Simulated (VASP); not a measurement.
# As (Pm-3m) in VASP: notebook, part 2 of 3

VASP 6.6.1. Earlier steps stand in the parts before.

### Step 4. Single point, r2SCAN

This run uses another cell than the first one, of 20.16 Å³/atom, 0.962 times its volume.

The input, POSCAR:

```
As
1.0
    2.7215874433      0.0000000000      0.0000000000
    0.0000000000      2.7215874433      0.0000000000
    0.0000000000      0.0000000000      2.7215874433
As
1
Direct
    0.5000000000      0.5000000000      0.5000000000
```

The input, INCAR.step1:

```
  PREC = Accurate
  ENCUT = 520
  ISMEAR = -1
  SIGMA = 0.05
  LREAL = False
  LASPH = True
  NELM = 80
  NBANDS = 8
  GGA = PE
  ALGO = Normal
  EDIFF = 1E-4
  LWAVE = True
  LCHARG = False
```

The input, INCAR.step2:

```
  PREC = Accurate
  ENCUT = 520
  EDIFF = 1E-6
  ISMEAR = -1
  SIGMA = 0.05
  LREAL = False
  LASPH = True
  NELM = 80
  ALGO = Normal
  ISIF = 2
  LWAVE = False
  LCHARG = False
  METAGGA = R2SCAN
  LMIXTAU = True
  NBANDS = 8
  ISTART = 1
```

The input, KPOINTS:

```
regular mesh
0
Gamma
  10 10 10
```

Potentials or basis: VASP PAW PBE potentials, release 64 (As).

On the command line:

```sh
$ cat potpaw_PBE.64/As/POTCAR > POTCAR
$ cp INCAR.step1 INCAR
$ mpirun -np 1 vasp_std > vasp.out
$ cp INCAR.step2 INCAR
$ mpirun -np 1 vasp_std > vasp.out
```

OUTCAR:

```text
PREC = Accurate
   ENCUT = 520
   EDIFF = 1E-6
   ISMEAR = -1
   LREAL = False
   LASPH = True
   NELM = 80
   ISIF = 2
   METAGGA = R2SCAN
   ISTART = 1

 ion  position               nearest neighbor table
   1  0.500  0.500  0.500-

  LATTYP: Found a simple cubic cell.
 ALAT       =     2.7215874433

  Lattice vectors:

 A1 = (   2.7215874433,   0.0000000000,   0.0000000000)
 A2 = (   0.0000000000,   2.7215874433,   0.0000000000)
 A3 = (   0.0000000000,   0.0000000000,   2.7215874433)

Analysis of symmetry for initial positions (statically):
=====================================================================
 Subroutine PRICEL returns:
 Original cell was already a primitive cell.

 Routine SETGRP: Setting up the symmetry group for a
 simple cubic supercell.

 Subroutine GETGRP returns: Found 48 space group operations
[... 9 lines left out ...]

 Routine SETGRP: Setting up the symmetry group for a
 simple cubic supercell.

 Subroutine GETGRP returns: Found 48 space group operations
[... 11 lines left out ...]
                                     Primitive cell

  volume of cell :      20.1589

  direct lattice vectors                    reciprocal lattice vectors
     2.721587443  0.000000000  0.000000000     0.367432618  0.000000000  0.000000000
     0.000000000  2.721587443  0.000000000     0.000000000  0.367432618  0.000000000
     0.000000000  0.000000000  2.721587443     0.000000000  0.000000000  0.367432618

  length of vectors
     2.721587443  2.721587443  2.721587443     0.367432618  0.367432618  0.367432618

  position of ions in fractional coordinates (direct lattice)
     0.500000000  0.500000000  0.500000000

  ion indices of the primitive-cell ions
   primitive index   ion index
                 1           1

----------------------------------------------------------------------------------------

 KPOINTS: regular mesh

Automatic generation of k-mesh.
 Grid dimensions read from file:
 generate k-points for:   10   10   10

 Generating k-lattice:

  Cartesian coordinates                     Fractional coordinates (reciprocal lattice)
     0.036743262  0.000000000  0.000000000     0.100000000  0.000000000  0.000000000
     0.000000000  0.036743262  0.000000000     0.000000000  0.100000000  0.000000000
     0.000000000  0.000000000  0.036743262     0.000000000  0.000000000  0.100000000

  Length of vectors
     0.036743262  0.036743262  0.036743262

  Shift w.r.t. Gamma in fractional coordinates (k-lattice)
     0.000000000  0.000000000  0.000000000

 Subroutine IBZKPT returns following result:
 ===========================================

 Found     56 irreducible k-points:

 Following reciprocal coordinates:
            Coordinates               Weight
  0.000000  0.000000  0.000000      1.000000
  0.100000  0.000000  0.000000      6.000000
  0.200000  0.000000  0.000000      6.000000
  0.300000  0.000000  0.000000      6.000000
  0.400000  0.000000  0.000000      6.000000
  0.500000  0.000000  0.000000      3.000000
[... 16 lines left out ...]
  0.200000  0.100000  0.100000     24.000000
  0.300000  0.100000  0.100000     24.000000
 [... further k-points ...]
   k-points           NKPTS =     56   k-points in BZ     NKDIM =     56   number of bands    NBANDS=      8
   number of dos      NEDOS =    301   number of ions     NIONS =      1
   total plane-waves  NPLWV =   8000
   dimension x,y,z NGX =    20 NGY =   20 NGZ =   20
   dimension x,y,z NGXF=    40 NGYF=   40 NGZF=   40
   ions per type =               1
   NGX,Y,Z   is equivalent  to a cutoff of  12.22, 12.22, 12.22 a.u.
   NGXF,Y,Z  is equivalent  to a cutoff of  24.43, 24.43, 24.43 a.u.
 SYSTEM =  unknown system
   PREC   = accura    normal or accurate (medium, high low for compatibility)
   ISTART =      1    job   : 0-new  1-cont  2-samecut
   ICHARG =      0    charge: 1-file 2-atom 10-const
   ISPIN  =      1    spin polarized calculation?
   LNONCOLLINEAR =      F non collinear calculations
   LSORBIT =      F    spin-orbit coupling
   LASPH  =      T    aspherical Exc in radial PAW
   ENCUT  =  520.0 eV  38.22 Ry    6.18 a.u.   5.06  5.06  5.06*2*pi/ulx,y,z
   NELM   =     80;   NELMIN=  2; NELMDL=  0     # of ELM steps
   EDIFF  = 0.1E-05   stopping-criterion for ELM
   LREAL  =      F    real-space projection
   EDIFFG = 0.1E-04   stopping-criterion for IOM
   NSW    =      0    number of steps for IOM
   IBRION =     -1    ionic relax: 0-MD 1-quasi-New 2-CG
   NFREE  =      0    steps in history (QN), initial steepest desc. (CG)
   ISIF   =      2    stress and relaxation
   ISYM   =      2    0-nonsym 1-usesym 2-fastsym
   POTIM  = 0.5000    time-step for ionic-motion
   TEBEG  =    0.0;   TEEND  =   0.0 temperature during run
   PSTRESS=    0.0 pullay stress
   NELECT =       5.0000    total number of electrons
   NUPDOWN=      -1.0000    fix difference up-down
   EMIN   =  10.00;   EMAX   =-10.00  energy-range for DOS
[... 5 lines left out ...]
     AMIX     =   0.40;   BMIX     =  1.00
     AMIX_MAG =   1.60;   BMIX_MAG =  1.00
  volume/ion in A,a.u.               =      20.16       136.04
  Fermi-wavevector in a.u.,A,eV,Ry     =   1.028591  1.943754 14.394944  1.057999
  Thomas-Fermi vector in A             =   2.162595
   LORBIT       =      0    0 simple, 1 ext, 2 COOP (PROOUT), +10 PAW based schemes
   METAGGA = R2SCAN    functional components
   LHFCALC =     F    Hartree Fock is set to
   AEXX    =    0.0000 exact exchange contribution
   IVDW    =     0    specifies the selected vdW correction
   LEPSILON=     F    determine dielectric tensor
   LRPA    =     F    only Hartree local field effects (RPA)
 non-spin polarized calculation
  energy-cutoff  :      520.00
  volume of cell :       20.16
 maximum number of plane-waves:       554
   NGX = 11   NGY = 11   NGZ = 11

 number of electron       5.0000001 magnetization

 Free energy of the ion-electron system (eV)
  ---------------------------------------------------
  ext. energy  EPLUGINS =         0.00000000
  ---------------------------------------------------
  free energy    TOTEN  =       -14.57095459 eV

  energy without entropy =      -14.56886607  energy(sigma->0) =      -14.56991033

 E-fermi :   5.5795     XC(G=0): -10.8256

 val. band max:        5.3262161413   @ k =   0.5000   0.3000   0.3000
 cond. band min:       5.6394042381   @ k =   0.2000   0.2000   0.2000
 fundamental gap:      0.3131880969
 Fermi energy:         5.5794977895

 k-point     1 :       0.0000    0.0000    0.0000
  band No.  band energies     occupation
      1      -9.9326      2.00000
      2       9.8376      0.00000
      3       9.8376      0.00000
      4       9.8376      0.00000
      5      14.4564      0.00000
      6      14.4564      0.00000
      7      16.9950      0.00000
      8      31.3049      0.00000

 k-point     2 :       0.1000    0.0000    0.0000
  band No.  band energies     occupation
      1      -9.7432      2.00000
      2       7.7638      0.00000
      3      10.0039      0.00000
      4      10.0039      0.00000
      5      14.6234      0.00000
      6      15.8408      0.00000
      7      18.1862      0.00000
      8      28.9698      0.00000

 k-point     3 :       0.2000    0.0000    0.0000
  band No.  band energies     occupation
      1      -9.1860      2.00000
      2       4.6125      2.00000
      3      10.4782      0.00000
      4      10.4782      0.00000
      5      15.1100      0.00000
      6      16.8238      0.00000
      7      21.7208      0.00000
      8      25.9847      0.00000
[... 210 lines left out ...]
 k-point    23 :       0.2000    0.1000    0.1000
  band No.  band energies     occupation
      1      -8.8069      2.00000
      2       4.9459      1.99999
      3       8.3902      0.00000
      4       8.9132      0.00000
      5      17.8996      0.00000
      6      18.8027      0.00000
      7      21.4759      0.00000
      8      23.6018      0.00000

 k-point    24 :       0.3000    0.1000    0.1000
  band No.  band energies     occupation
      1      -7.9301      2.00000
      2       2.0768      2.00000
      3       9.1011      0.00000
      4       9.6811      0.00000
      5      18.6012      0.00000
      6      18.7952      0.00000
      7      20.9733      0.00000
      8      21.8098      0.00000

 [... further k-points ...]
[... 5 lines left out ...]
  --------------------------------------------------------------------------------------
  -------------------------------------------------------------------------------------
  Total       -0.2356662     -0.2356662     -0.2356662     -0.0000000      0.0000000     -0.0000000
  in kB      -18.7301390    -18.7301390    -18.7301390     -0.0000000      0.0000000     -0.0000000
  external PRESSURE =     -18.7301390 kB  Pullay stress =       0.0000000 kB

 VOLUME and BASIS-vectors are now :
 -----------------------------------------------------------------------------
  energy-cutoff  :      520.00
  volume of cell :       20.16
      direct lattice vectors                 reciprocal lattice vectors
     2.721587443  0.000000000  0.000000000     0.367432618  0.000000000  0.000000000
     0.000000000  2.721587443  0.000000000     0.000000000  0.367432618  0.000000000
     0.000000000  0.000000000  2.721587443     0.000000000  0.000000000  0.367432618

 POSITION                                       TOTAL-FORCE (eV/Angst)
 -----------------------------------------------------------------------------------
      1.36079      1.36079      1.36079         0.000000      0.000000      0.000000
 -----------------------------------------------------------------------------------
    total drift:                                0.000000      0.000000      0.000000

  FREE ENERGIE OF THE ION-ELECTRON SYSTEM (eV)
  ---------------------------------------------------
  free  energy   TOTEN  =       -14.5709545863 eV

  energy  without entropy=      -14.5688660686  energy(sigma->0) =      -14.56991033
```

OUTCAR.step1:

```text
PREC = Accurate
   ENCUT = 520
   ISMEAR = -1
   LREAL = False
   LASPH = True
   NELM = 80
[... 478 lines left out ...]
 POSITION                                       TOTAL-FORCE (eV/Angst)
 -----------------------------------------------------------------------------------
      1.36079      1.36079      1.36079         0.000000      0.000000      0.000000
 -----------------------------------------------------------------------------------
    total drift:                                0.000000      0.000000      0.000000

  FREE ENERGIE OF THE ION-ELECTRON SYSTEM (eV)
  ---------------------------------------------------
  free  energy   TOTEN  =        -4.5724707041 eV

  energy  without entropy=       -4.5701572761  energy(sigma->0) =       -4.57131399
```

OSZICAR.step1:

```text
N       E                     dE             d eps       ncg     rms          rms(c)
DAV:   1     0.812100089362E+01    0.81210E+01   -0.20377E+03   896   0.447E+02
DAV:   2    -0.443446121219E+01   -0.12555E+02   -0.12282E+02  1208   0.588E+01
DAV:   3    -0.456725714368E+01   -0.13280E+00   -0.13268E+00  1088   0.857E+00
DAV:   4    -0.456740087712E+01   -0.14373E-03   -0.14373E-03  1328   0.309E-01
DAV:   5    -0.456740094167E+01   -0.64553E-07   -0.64331E-07  1000   0.395E-03    0.200E+00
DAV:   6    -0.457021300259E+01   -0.28121E-02   -0.66969E-04  1080   0.202E-01    0.119E+00
DAV:   7    -0.457240794769E+01   -0.21949E-02   -0.19444E-03   944   0.329E-01    0.866E-02
DAV:   8    -0.457247070413E+01   -0.62756E-04   -0.73687E-05  1096   0.629E-02
   1 F= -.45724707E+01 E0= -.45713140E+01  d E =-.231343E-02
```

Run time: 11 s. Hardware: 1 thread of AMD EPYC 9R45 (Zen 5), shared host; peak memory 0.1 GiB.

What came out:

- Free energy: -14.5710 eV
- Pressure: -1.9 GPa

Caveat: the PAW data sets were made with another functional, which shifts forces and pressure a little.

### Step 5. Single point, r2SCAN

This run uses another cell than the first one, of 20.55 Å³/atom, 0.981 times its volume.

The input, POSCAR:

```
As
1.0
    2.7392605843      0.0000000000      0.0000000000
    0.0000000000      2.7392605843      0.0000000000
    0.0000000000      0.0000000000      2.7392605843
As
1
Direct
    0.5000000000      0.5000000000      0.5000000000
```

The input, INCAR.step1:

```
ALGO = Normal
EDIFF = 1E-4
ENCUT = 520
GGA = PE
ISMEAR = -1
LASPH = True
LCHARG = False
LREAL = False
LWAVE = True
NBANDS = 8
NELM = 100
PREC = Accurate
SIGMA = 0.05
```

The input, INCAR.step2:

```
ALGO = Normal
EDIFF = 1E-6
ENCUT = 520
ISIF = 2
ISMEAR = -1
ISTART = 1
LASPH = True
LCHARG = False
LMIXTAU = True
LREAL = False
LWAVE = False
METAGGA = R2SCAN
NBANDS = 8
NELM = 100
PREC = Accurate
SIGMA = 0.05
```

The input, KPOINTS:

```
k-points
0
Gamma
  10 10 10
```

On the command line:

```sh
$ cat potpaw_PBE.64/As/POTCAR > POTCAR
$ cp INCAR.step1 INCAR
$ mpirun -np 1 vasp_std > vasp.out
$ cp INCAR.step2 INCAR
$ mpirun -np 1 vasp_std > vasp.out
```

Run time: 12 s. Hardware: 1 thread of AMD EPYC 9R45 (Zen 5), shared host; peak memory 0.1 GiB.

It converged, with:

```yaml
Free_energy: -14.5644 eV
Pressure: -3.4 GPa
```

Levels at points of the mesh, in eV from the Fermi level:
```csv
k point,band 1,band 2,band 3,band 4,band 5,band 6,band 7
"(0.00, 0.00, 0.00)",-15.33,4.19,4.19,4.19,8.87,8.87,11.24
"(0.50, 0.00, 0.00)",-12.21,-6.93,6.46,6.46,11.46,14.84,15.25
"(0.50, 0.50, 0.00)",-8.91,-4.34,-4.34,3.07,8.62,16.81,17.92
"(0.50, 0.50, 0.50)",-5.24,-1.96,-1.96,-1.96,6.45,6.45,6.45
```

Caveat: the PAW data sets were made with another functional, which shifts forces and pressure a little.

(Continued in part 3 of 3.)
